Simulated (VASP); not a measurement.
# AlCu3 (Pm-3m) in VASP: notebook

The runs below take AlCu3 through single point, with r2SCAN.

Program: VASP 6.6.1. These are calculated values, not measurements. Logs are shortened: lines on timing, memory, paths and dates and some standing lists are left out, and cuts for length are marked.

## 1. The cell of the first run

Symmetry: Pm-3m, No. 221, cubic system. The conventional cell has a = 3.637 Å, b = 3.637 Å, c = 3.637 Å, α = 90.00°, β = 90.00°, γ = 90.00°. Within 3.4 Å of Al (site symmetry m-3m) lie 12 Cu at 2.57 Å. Within 3.4 Å of Cu (site symmetry 4/mmm) lie 4 Al at 2.57 Å and 8 Cu at 2.57 Å.

## 2. Single point, r2SCAN

POSCAR reads:

```
AlCu3
1.0
    3.6373766700      0.0000000000      0.0000000000
    0.0000000000      3.6373766700      0.0000000000
    0.0000000000      0.0000000000      3.6373766700
Al Cu
1 3
Direct
    0.0000000000      0.0000000000      0.0000000000
    0.5000000000      0.5000000000      0.0000000000
    0.5000000000      0.0000000000      0.5000000000
    0.0000000000      0.5000000000      0.5000000000
```

INCAR.step1 reads:

```
ALGO = Normal ; EDIFF = 1E-4
ENCUT = 520 ; GGA = PE
ISMEAR = 0 ; LASPH = T
LCHARG = F ; LREAL = F
LWAVE = T ; NBANDS = 26
NELM = 80 ; PREC = Accurate
SIGMA = 0.1
```

INCAR.step2 reads:

```
ALGO = Normal ; EDIFF = 1E-6
ENCUT = 520 ; ISIF = 2
ISMEAR = 0 ; ISTART = 1
LASPH = T ; LCHARG = F
LMIXTAU = T ; LREAL = F
LWAVE = F ; METAGGA = R2SCAN
NBANDS = 26 ; NELM = 80
PREC = Accurate ; SIGMA = 0.1
```

KPOINTS reads:

```
k-points
0
Gamma
  6 6 6
```

Potentials or basis: VASP PAW PBE potentials, release 64 (Al, Cu).

Launch:

```
$ cat potpaw_PBE.64/Al/POTCAR potpaw_PBE.64/Cu/POTCAR > POTCAR
$ cp INCAR.step1 INCAR
$ mpirun -np 1 vasp_std > vasp.out
$ cp INCAR.step2 INCAR
$ mpirun -np 1 vasp_std > vasp.out
```

OUTCAR:

```text
EDIFF = 1E-6
   ENCUT = 520
   ISIF = 2
   ISMEAR = 0
   ISTART = 1
   LASPH = T
   LREAL = F
   METAGGA = R2SCAN
   NELM = 80
   PREC = Accurate

 ion  position               nearest neighbor table
   1  0.000  0.000  0.000-   2 2.57   3 2.57   4 2.57   3 2.57   4 2.57   2 2.57   4 2.57   4 2.57
                             2 2.57   3 2.57   3 2.57   2 2.57
   2  0.500  0.500  0.000-   1 2.57   3 2.57   4 2.57   3 2.57   4 2.57   1 2.57   3 2.57   3 2.57
                             1 2.57   4 2.57   4 2.57   1 2.57
   3  0.500  0.000  0.500-   1 2.57   2 2.57   4 2.57   1 2.57   2 2.57   2 2.57   4 2.57   2 2.57
                             1 2.57   4 2.57   1 2.57   4 2.57
   4  0.000  0.500  0.500-   1 2.57   2 2.57   3 2.57   1 2.57   2 2.57   1 2.57   3 2.57   1 2.57
                             2 2.57   3 2.57   2 2.57   3 2.57

  LATTYP: Found a simple cubic cell.
 ALAT       =     3.6373766700

  Lattice vectors:

 A1 = (   3.6373766700,   0.0000000000,   0.0000000000)
 A2 = (   0.0000000000,   3.6373766700,   0.0000000000)
 A3 = (   0.0000000000,   0.0000000000,   3.6373766700)

Analysis of symmetry for initial positions (statically):
=====================================================================
 Subroutine PRICEL returns:
 Original cell was already a primitive cell.

 Routine SETGRP: Setting up the symmetry group for a
 simple cubic supercell.

 Subroutine GETGRP returns: Found 48 space group operations
[... 9 lines left out ...]

 Routine SETGRP: Setting up the symmetry group for a
 simple cubic supercell.

 Subroutine GETGRP returns: Found 48 space group operations
[... 11 lines left out ...]
                                     Primitive cell

  volume of cell :      48.1243

  direct lattice vectors                    reciprocal lattice vectors
     3.637376670  0.000000000  0.000000000     0.274923411  0.000000000  0.000000000
     0.000000000  3.637376670  0.000000000     0.000000000  0.274923411  0.000000000
     0.000000000  0.000000000  3.637376670     0.000000000  0.000000000  0.274923411

  length of vectors
     3.637376670  3.637376670  3.637376670     0.274923411  0.274923411  0.274923411

  position of ions in fractional coordinates (direct lattice)
     0.000000000  0.000000000  0.000000000
     0.500000000  0.500000000  0.000000000
     0.500000000  0.000000000  0.500000000
     0.000000000  0.500000000  0.500000000

[... 68 lines left out ...]
   LNONCOLLINEAR =      F non collinear calculations
   LSORBIT =      F    spin-orbit coupling
   LASPH  =      T    aspherical Exc in radial PAW
   ENCUT  =  520.0 eV  38.22 Ry    6.18 a.u.   6.76  6.76  6.76*2*pi/ulx,y,z
   NELM   =     80;   NELMIN=  2; NELMDL=  0     # of ELM steps
   EDIFF  = 0.1E-05   stopping-criterion for ELM
   LREAL  =      F    real-space projection
   EDIFFG = 0.1E-04   stopping-criterion for IOM
   NSW    =      0    number of steps for IOM
   IBRION =     -1    ionic relax: 0-MD 1-quasi-New 2-CG
   NFREE  =      0    steps in history (QN), initial steepest desc. (CG)
   ISIF   =      2    stress and relaxation
   ISYM   =      2    0-nonsym 1-usesym 2-fastsym
   POTIM  = 0.5000    time-step for ionic-motion
   TEBEG  =    0.0;   TEEND  =   0.0 temperature during run
   PSTRESS=    0.0 pullay stress
   NELECT =      36.0000    total number of electrons
   NUPDOWN=      -1.0000    fix difference up-down
   EMIN   =  10.00;   EMAX   =-10.00  energy-range for DOS
   EFERMI =   0.00;   METHOD = LEGACY
   ISMEAR =     0;   SIGMA  =   0.10  broadening in eV -4-tet -1-fermi 0-gaus
   EFERMI_NEDOS =   21; number of points for ismear=-14 and -15
   IALGO  =     38    algorithm
   IMIX   =      4    mixing-type and parameters
     AMIX     =   0.40;   BMIX     =  1.00
     AMIX_MAG =   1.60;   BMIX_MAG =  1.00
  volume/ion in A,a.u.               =      12.03        81.19
  Fermi-wavevector in a.u.,A,eV,Ry     =   1.486121  2.808361 30.049207  2.208554
  Thomas-Fermi vector in A             =   2.599447
   LORBIT       =      0    0 simple, 1 ext, 2 COOP (PROOUT), +10 PAW based schemes
   METAGGA = R2SCAN    functional components
   LHFCALC =     F    Hartree Fock is set to
   AEXX    =    0.0000 exact exchange contribution
   IVDW    =     0    specifies the selected vdW correction
   LEPSILON=     F    determine dielectric tensor
   LRPA    =     F    only Hartree local field effects (RPA)
 non-spin polarized calculation
 Gauss-broadening in eV      SIGMA  =   0.10
  energy-cutoff  :      520.00
  volume of cell :       48.12
 maximum number of plane-waves:      1328
 NGX is ok and might be reduce to    28
   NGX = 13   NGY = 13   NGZ = 13

 number of electron      35.9999993 magnetization

 Free energy of the ion-electron system (eV)
  ---------------------------------------------------
  ext. energy  EPLUGINS =         0.00000000
  ---------------------------------------------------
  free energy    TOTEN  =       -40.00579755 eV

  energy without entropy =      -40.00079812  energy(sigma->0) =      -40.00329784

 E-fermi :   8.7166     XC(G=0): -13.3582

 val. band max:        8.2527750082   @ k =   0.0000   0.0000   0.0000
 cond. band min:       8.7643110434   @ k =   0.3333   0.1667   0.0000
 fundamental gap:      0.5115360351
 Fermi energy:         8.7165917578

 k-point     1 :       0.0000    0.0000    0.0000
  band No.  band energies     occupation
      1      -2.6212      2.00000
      2       2.9775      2.00000
      3       3.5350      2.00000
      4       3.5350      2.00000
      5       3.8501      2.00000
      6       3.8501      2.00000
[... 569 lines left out ...]
     25      26.1105      0.00000
     26      27.7103      0.00000

------------------------ aborting loop because EDIFF is reached ----------------------------------------

  FORCE on cell =-STRESS in cart. coord.  units (eV):
  Direction    XX          YY          ZZ          XY          YZ          ZX
  --------------------------------------------------------------------------------------
  -------------------------------------------------------------------------------------
  Total        0.2444423      0.2444423      0.2444423     -0.0000000     -0.0000000     -0.0000000
  in kB        8.1380818      8.1380818      8.1380818     -0.0000000     -0.0000000     -0.0000000
  external PRESSURE =       8.1380818 kB  Pullay stress =       0.0000000 kB

 VOLUME and BASIS-vectors are now :
 -----------------------------------------------------------------------------
  energy-cutoff  :      520.00
  volume of cell :       48.12
      direct lattice vectors                 reciprocal lattice vectors
     3.637376670  0.000000000  0.000000000     0.274923411  0.000000000  0.000000000
     0.000000000  3.637376670  0.000000000     0.000000000  0.274923411  0.000000000
     0.000000000  0.000000000  3.637376670     0.000000000  0.000000000  0.274923411

 POSITION                                       TOTAL-FORCE (eV/Angst)
 -----------------------------------------------------------------------------------
      0.00000      0.00000      0.00000         0.000000      0.000000      0.000000
      1.81869      1.81869      0.00000         0.000000      0.000000      0.000000
      1.81869      0.00000      1.81869         0.000000      0.000000      0.000000
      0.00000      1.81869      1.81869         0.000000      0.000000      0.000000
 -----------------------------------------------------------------------------------
    total drift:                                0.000000      0.000000      0.000000

  FREE ENERGIE OF THE ION-ELECTRON SYSTEM (eV)
  ---------------------------------------------------
  free  energy   TOTEN  =       -40.0057975491 eV

  energy  without entropy=      -40.0007981223  energy(sigma->0) =      -40.00329784
```

OUTCAR.step1:

```text
EDIFF = 1E-4
   ENCUT = 520
   GGA = PE
   ISMEAR = 0
[... 806 lines left out ...]
      0.00000      0.00000      0.00000         0.000000      0.000000      0.000000
      1.81869      1.81869      0.00000         0.000000      0.000000      0.000000
      1.81869      0.00000      1.81869         0.000000      0.000000      0.000000
      0.00000      1.81869      1.81869         0.000000      0.000000      0.000000
 -----------------------------------------------------------------------------------
    total drift:                                0.000000      0.000000      0.000000

  FREE ENERGIE OF THE ION-ELECTRON SYSTEM (eV)
  ---------------------------------------------------
  free  energy   TOTEN  =       -15.6353113712 eV

  energy  without entropy=      -15.6303143103  energy(sigma->0) =      -15.63281284
```

It took 60 s on 1 thread of Intel Xeon Platinum 8559C (Emerald Rapids), shared host; peak memory 0.17 GiB.

Results:

* Free energy: -40.0058 eV
* Pressure: 0.8 GPa
* Band gap on the k mesh: zero (band 18 reaches 12.52 eV, above the bottom of band 19 at 6.72 eV)

Caveat: the PAW data sets were made with another functional, which shifts forces and pressure a little.

## 3. Single point, r2SCAN

This run uses another cell than the first one, of 12.08 Å³/atom, 1.004 times its volume.

POSCAR reads:

```
AlCu3
1.0
    3.6418163312      0.0000000000      0.0000000000
    0.0000000000      3.6418163312      0.0000000000
    0.0000000000      0.0000000000      3.6418163312
Al Cu
1 3
Direct
    0.0000000000      0.0000000000      0.0000000000
    0.5000000000      0.5000000000      0.0000000000
    0.5000000000      0.0000000000      0.5000000000
    0.0000000000      0.5000000000      0.5000000000
```

INCAR.step1 reads:

```
ALGO     = Normal         # electronic algorithm
EDIFF    = 1E-4           # SCF threshold, eV
ENCUT    = 520            # plane-wave cutoff, eV
GGA      = PE             # functional
ISMEAR   = 0              # smearing method
LASPH    = True           # aspherical terms in the spheres
LCHARG   = False          # write CHGCAR
LREAL    = False          # projectors in reciprocal space
LWAVE    = True           # write WAVECAR
NBANDS   = 26             # bands
NELM     = 80             # most SCF steps
PREC     = Accurate       # precision mode
SIGMA    = 0.1            # smearing width, eV
```

INCAR.step2 reads:

```
ALGO     = Normal         # electronic algorithm
EDIFF    = 1E-7           # SCF threshold, eV
ENCUT    = 520            # plane-wave cutoff, eV
ISIF     = 2              # what is computed and relaxed
ISMEAR   = 0              # smearing method
ISTART   = 1            
LASPH    = True           # aspherical terms in the spheres
LCHARG   = False          # write CHGCAR
LMIXTAU  = True         
LREAL    = False          # projectors in reciprocal space
LWAVE    = False          # write WAVECAR
METAGGA  = R2SCAN         # meta-GGA
NBANDS   = 26             # bands
NELM     = 80             # most SCF steps
PREC     = Accurate       # precision mode
SIGMA    = 0.1            # smearing width, eV
```

KPOINTS reads:

```
k-points
0
Gamma
  12 12 12
```

Potentials or basis: VASP PAW PBE potentials, release 64 (Al, Cu).

Launch:

```
$ cat potpaw_PBE.64/Al/POTCAR potpaw_PBE.64/Cu/POTCAR > POTCAR
$ cp INCAR.step1 INCAR
$ mpirun -np 1 vasp_std > vasp.out
$ cp INCAR.step2 INCAR
$ mpirun -np 1 vasp_std > vasp.out
```

OUTCAR:

```text
EDIFF = 1E-7
   ENCUT = 520
   ISIF = 2
   ISMEAR = 0
   ISTART = 1
   LASPH = True
   LREAL = False
   METAGGA = R2SCAN
   NELM = 80
   PREC = Accurate

 ion  position               nearest neighbor table
   1  0.000  0.000  0.000-   2 2.58   3 2.58   4 2.58   3 2.58   4 2.58   2 2.58   4 2.58   4 2.58
                             2 2.58   3 2.58   3 2.58   2 2.58
   2  0.500  0.500  0.000-   1 2.58   3 2.58   4 2.58   3 2.58   4 2.58   1 2.58   3 2.58   3 2.58
                             1 2.58   4 2.58   4 2.58   1 2.58
[... 902 lines left out ...]
  --------------------------------------------------------------------------------------
  -------------------------------------------------------------------------------------
  Total        0.1060802      0.1060802      0.1060802      0.0000000      0.0000000     -0.0000000
  in kB        3.5187686      3.5187686      3.5187686      0.0000000      0.0000000     -0.0000000
  external PRESSURE =       3.5187686 kB  Pullay stress =       0.0000000 kB

 VOLUME and BASIS-vectors are now :
 -----------------------------------------------------------------------------
  energy-cutoff  :      520.00
  volume of cell :       48.30
      direct lattice vectors                 reciprocal lattice vectors
     3.641816331  0.000000000  0.000000000     0.274588257  0.000000000  0.000000000
     0.000000000  3.641816331  0.000000000     0.000000000  0.274588257  0.000000000
     0.000000000  0.000000000  3.641816331     0.000000000  0.000000000  0.274588257

 POSITION                                       TOTAL-FORCE (eV/Angst)
 -----------------------------------------------------------------------------------
      0.00000      0.00000      0.00000         0.000000      0.000000      0.000000
      1.82091      1.82091      0.00000         0.000000      0.000000      0.000000
      1.82091      0.00000      1.82091         0.000000      0.000000      0.000000
      0.00000      1.82091      1.82091         0.000000      0.000000      0.000000
 -----------------------------------------------------------------------------------
    total drift:                                0.000000      0.000000      0.000000

  FREE ENERGIE OF THE ION-ELECTRON SYSTEM (eV)
  ---------------------------------------------------
  free  energy   TOTEN  =       -39.9791027011 eV

  energy  without entropy=      -39.9746182853  energy(sigma->0) =      -39.97686049
```

OUTCAR.step1:

```text
EDIFF = 1E-4
   ENCUT = 520
   GGA = PE
   ISMEAR = 0
[... 929 lines left out ...]
      0.00000      0.00000      0.00000         0.000000      0.000000      0.000000
      1.82091      1.82091      0.00000         0.000000      0.000000      0.000000
      1.82091      0.00000      1.82091         0.000000      0.000000      0.000000
      0.00000      1.82091      1.82091         0.000000      0.000000      0.000000
 -----------------------------------------------------------------------------------
    total drift:                                0.000000      0.000000      0.000000

  FREE ENERGIE OF THE ION-ELECTRON SYSTEM (eV)
  ---------------------------------------------------
  free  energy   TOTEN  =       -15.6146161913 eV

  energy  without entropy=      -15.6098638919  energy(sigma->0) =      -15.61224004
```

Run time: 4 min. Hardware: 1 thread of AMD EPYC 9R14 (Zen 4), shared host; peak memory 0.19 GiB.

Results:

| Quantity | Value |
| --- | --- |
| Free energy | -39.9791 eV |
| Pressure | 0.4 GPa |
| Band gap on the k mesh | zero (band 18 reaches 12.47 eV, above the bottom of band 19 at 6.68 eV) |

Levels at points of the mesh, in eV from the Fermi level:
| k point | band 16 | band 17 | band 18 | band 19 | band 20 | band 21 |
| --- | --- | --- | --- | --- | --- | --- |
| (0.00, 0.00, 0.00) | -2.12 | -0.27 | -0.27 | -0.27 | 4.59 | 4.59 |
| (0.50, 0.00, 0.00) | -2.58 | -2.12 | 3.98 | 3.98 | 4.12 | 4.12 |
| (0.50, 0.50, 0.00) | -2.82 | -2.41 | -1.25 | -1.25 | 6.68 | 6.75 |
| (0.50, 0.50, 0.50) | -2.30 | -2.30 | -2.30 | -1.43 | 1.54 | 1.93 |

Caveat: the PAW data sets were made with another functional, which shifts forces and pressure a little.

## 4. Single point, r2SCAN

This run uses another cell than the first one, of 12.08 Å³/atom, 1.004 times its volume.

POSCAR is that of step 3.

INCAR.step1 reads:

```
SYSTEM = AlCu3
PREC     = Accurate       ! precision mode
ENCUT    = 520            ! plane-wave cutoff, eV
ISMEAR   = 0              ! smearing method
SIGMA    = 0.1            ! smearing width, eV
LREAL    = .FALSE.        ! projectors in reciprocal space
LASPH    = .TRUE.         ! aspherical terms in the spheres
NELM     = 100            ! most SCF steps
NBANDS   = 26             ! bands
GGA      = PE             ! functional
ALGO     = Normal         ! electronic algorithm
EDIFF    = 1E-4           ! SCF threshold, eV
LWAVE    = .TRUE.         ! write WAVECAR
LCHARG   = .FALSE.        ! write CHGCAR
```

INCAR.step2 reads:

```
SYSTEM = AlCu3
PREC     = Accurate       ! precision mode
ENCUT    = 520            ! plane-wave cutoff, eV
EDIFF    = 1E-6           ! SCF threshold, eV
ISMEAR   = 0              ! smearing method
SIGMA    = 0.1            ! smearing width, eV
LREAL    = .FALSE.        ! projectors in reciprocal space
LASPH    = .TRUE.         ! aspherical terms in the spheres
NELM     = 100            ! most SCF steps
ALGO     = Normal         ! electronic algorithm
ISIF     = 2              ! what is computed and relaxed
LWAVE    = .FALSE.        ! write WAVECAR
LCHARG   = .FALSE.        ! write CHGCAR
METAGGA  = R2SCAN         ! meta-GGA
LMIXTAU  = .TRUE.       
NBANDS   = 26             ! bands
ISTART   = 1
```

KPOINTS reads:

```
regular mesh
0
G
  14 14 14
  0 0 0
```

Launch:

```
$ cat potpaw_PBE.64/Al/POTCAR potpaw_PBE.64/Cu/POTCAR > POTCAR
$ cp INCAR.step1 INCAR
$ mpirun -np 1 vasp_std > vasp.out
$ cp INCAR.step2 INCAR
$ mpirun -np 1 vasp_std > vasp.out
```

Wall time 5.5 min (1 thread of AMD EPYC 9R14 (Zen 4), shared host); peak memory 0.22 GiB.

The run converged. Its results:

```
Free energy            : -39.9743 eV
Pressure               : 0.4 GPa
Band gap on the k mesh : zero (band 18 reaches 12.47 eV, above the bottom of band 19 at 6.58 eV)
```

Levels at points of the mesh, in eV from the Fermi level:
| k point | band 15 | band 16 | band 17 | band 18 | band 19 | band 20 | band 21 | band 22 |
| --- | --- | --- | --- | --- | --- | --- | --- | --- |
| (0.00, 0.00, 0.00) | -2.14 | -2.14 | -0.29 | -0.29 | -0.29 | 4.57 | 4.57 | 5.52 |
| (0.50, 0.00, 0.00) | -2.99 | -2.60 | -2.14 | 3.97 | 3.97 | 4.11 | 4.11 | 4.91 |
| (0.50, 0.50, 0.00) | -2.96 | -2.83 | -2.42 | -1.27 | -1.27 | 6.67 | 6.73 | 6.73 |
| (0.50, 0.50, 0.50) | -3.03 | -2.32 | -2.32 | -2.32 | -1.44 | 1.52 | 1.91 | 1.91 |

Caveat: the PAW data sets were made with another functional, which shifts forces and pressure a little.

## 5. Summary

```csv
cell,k mesh,gap on the mesh (eV),pressure (GPa)
"a = 3.637 Å, 4 atoms",6 × 6 × 6,none,0.8
"a = 3.642 Å, 4 atoms",12 × 12 × 12,none,0.4
"a = 3.642 Å, 4 atoms",14 × 14 × 14,none,0.4
```

Alike in all rows: task single point; level r2SCAN; potentials or basis VASP PAW PBE potentials, release 64 (Al, Cu); no spin polarisation; cutoff (eV) 520; smearing gaussian 0.1 eV.

Caveats: the PAW data sets were made with another functional, which shifts forces and pressure a little.

Total energies depend on the potentials used, so only differences within one code and one set of settings carry meaning.
